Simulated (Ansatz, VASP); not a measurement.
KCaCl3: VASP beside Ansatz

The input INCAR:

```
ALGO     = Normal         # electronic algorithm
EDIFF    = 1E-7           # SCF threshold, eV
ENCUT    = 520            # plane-wave cutoff, eV
GGA      = CA             # functional
ISIF     = 2              # what is computed and relaxed
ISMEAR   = 0              # smearing method
LASPH    = T              # aspherical terms in the spheres
LCHARG   = T              # write CHGCAR
LELF     = T              # ELF
LREAL    = F              # projectors in reciprocal space
LVHAR    = T            
LWAVE    = F              # write WAVECAR
NBANDS   = 28             # bands
NELM     = 100            # most SCF steps
PREC     = Accurate       # precision mode
SIGMA    = 0.05           # smearing width, eV
```

Contents of KPOINTS:

```
k-points
0
Gamma
  6 6 6
```

POSCAR

```
KCaCl3
1.0
    5.3065154788      0.0000000000      0.0000000000
    0.0000000000      5.3065154788      0.0000000000
    0.0000000000      0.0000000000      5.5718412527
K Ca Cl
1 1 3
Direct
    0.0000000000      0.0000000000      0.0000000000
    0.5000000000      0.5000000000      0.5000000000
    0.0000000000      0.5000000000      0.5000000000
    0.5000000000      0.0000000000      0.5000000000
    0.5000000000      0.5000000000      0.0000000000
```

Input for Ansatz:

```yaml
crystal:
  lattice:
    - [5.3065154788, 0.0, 0.0]
    - [0.0, 5.3065154788, 0.0]
    - [0.0, 0.0, 5.5718412527]
  atoms:
    - { symbol: K, position: [0.0, 0.0, 0.0] }
    - { symbol: Ca, position: [0.5, 0.5, 0.5] }
    - { symbol: Cl, position: [0.0, 0.5, 0.5] }
    - { symbol: Cl, position: [0.5, 0.0, 0.5] }
    - { symbol: Cl, position: [0.5, 0.5, 0.0] }
basis:
  ecutwfc: 420
kpoints:
  mp_grid: { grid: [6, 6, 6] }
hamiltonian:
  xc: lda
scf:
  occupations: { method: gaussian, width: 0.05 }
output:
  forces: true
  stress: true
  eigenvalues: true
```

Alike in both runs: task single point; functional LDA; k mesh 6 × 6 × 6; occupations gaussian, width 0.05 eV; no spin polarisation.

|  | VASP | Ansatz |
| --- | --- | --- |
| version | VASP 6.6.1 | Ansatz 0.2.0 |
| potentials or method | VASP PAW LDA potentials, release 64 (K_sv, Ca_sv, Cl), cutoff 520 eV | scalar-relativistic, plane waves, PAW |
| valence electrons in the cell | 40 | 40 |

```csv
,VASP,Ansatz,Ansatz less VASP
gap on the k mesh at the Fermi level (eV),4.30,4.30,-0.006
least direct gap on the mesh (eV),4.63,4.63,-0.001
pressure (GPa),-2.5,-2.5,-0.06
"traceless stress, the component that is largest in VASP (GPa)",-1.23,-1.21,+0.026
```

LDA's correlation is that of Perdew and Zunger in VASP and of Perdew and Wang (1992) in Ansatz.
